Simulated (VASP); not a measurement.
Ir, 3 atoms in the cell. Symmetry: P6/mmm, No. 191, hexagonal system. Conventional cell: a = 4.511 Å, b = 4.511 Å, c = 2.788 Å, α = 90.00°, β = 90.00°, γ = 120.00°. Ir (site symmetry 6/mmm) has 14 Ir at 2.79 to 2.95 Å within 3.7 Å. Ir (site symmetry -6m2) has 11 Ir at 2.60 to 2.95 Å within 3.4 Å. This isn't the form of Ir at room conditions, which is fcc.

| Item | Value |
| --- | --- |
| Program | VASP 6.6.1 |
| Task | single point |
| Functional | RPBE |
| Potentials or basis | VASP PAW PBE potentials, release 64 (Ir) |
| Cutoff | 520 eV |
| k mesh | 11 × 11 × 15 |
| Occupations | fermi-dirac, width 0.1 eV |
| Spin | no spin polarisation |
| Dipole correction | no |
| Further INCAR settings | ALGO = Normal; EDIFF = 1e-06; NBANDS = 20 |

Potentials or basis: VASP PAW PBE potentials, release 64 (Ir).

Launch:

```sh
$ cat potpaw_PBE.64/Ir/POTCAR > POTCAR
$ mpirun -np 1 vasp_std > vasp.out
```

Hardware: 1 thread of Intel(R) Xeon(R) Platinum 8259CL CPU @ 2.50GHz (Skylake/Cascade Lake), with other jobs on the host.

Task: Estimate the wall time of this run.

Result: Wall time 83 s on 1 thread of Intel(R) Xeon(R) Platinum 8259CL CPU @ 2.50GHz (Skylake/Cascade Lake) (shared host), peak memory 0.25 GiB. Counts: scf iterations 13, k points 128.
